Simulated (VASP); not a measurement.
The system is LiF (Griceite).

```xyz
2
Lattice="0.0000 1.9949 2.0725 1.9949 0.0000 2.0725 1.9949 1.9949 0.0000" Properties=species:S:1:pos:R:3 pbc="T T T"
Li    0.0000    0.0000    0.0000
F     1.9949    1.9949    2.0725
```

This cell differs from its parent crystal: uniaxial z strain +3.9%.

Base run:

| Item | Value |
| --- | --- |
| Program | VASP 6.6.1 |
| Functional | r2SCAN |
| Potentials or basis | VASP PAW PBE potentials, release 64 (Li_sv, F) |
| Cutoff | 520 eV |
| k mesh | 10 × 10 × 10 |
| Occupations | gaussian, width 0.01 eV |
| Spin | no spin polarisation |

Its results: band gap on the k mesh 10.12 eV, direct.

**Question.** The run is repeated on the same cell with these changes: functional from r2SCAN to PBE; occupations from gaussian, width 0.01 eV to fermi-dirac, width 0.02 eV. What comes out?

**Answer.** Band gap on the k mesh 8.95 eV, direct.

A k mesh can miss the band edges.
